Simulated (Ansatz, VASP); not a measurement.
Sb in VASP and in Ansatz

```
Sb
1.0
     2.14639    1.23922    3.65218
    -2.14639    1.23922    3.65218
     0.00000   -2.47844    3.65218
Sb
2
Direct
  0.23616 0.23616 0.23616
  0.76384 0.76384 0.76384
```

Alike in both runs: functional LDA; k mesh 16 × 16 × 16; occupations gaussian, width 0.1 eV; no spin polarisation.

Ansatz relaxed the structure, and its values are those at the end. VASP's run is a single point on that final structure, the one shown.

|  | VASP | Ansatz |
| --- | --- | --- |
| version | VASP 6.6.1 | Ansatz 0.2.0 |
| potentials or method | VASP PAW LDA potentials, release 64 (Sb) | scalar-relativistic, plane waves, PAW |
| plane-wave cutoff (eV) | 520 | 420 |
| valence electrons in the cell | 10 | 30 |

|  | VASP | Ansatz | Ansatz less VASP |
| --- | --- | --- | --- |
| gap on the k mesh at the Fermi level (eV) | none | none | - |
| pressure (GPa) | 0.3 | 0.0 | -0.29 |
| rms of the force components (eV/Å) | 0.037 | 0.000 | -0.0365 |

LDA's correlation is that of Perdew and Zunger in VASP and of Perdew and Wang (1992) in Ansatz. A gap of «none» marks a metal or a gap that the smearing closes. VASP's potentials hold 10 valence electrons a cell and Ansatz's 30, so a difference there can come from the potentials and not from the codes.

Neither program's run includes spin-orbit coupling.
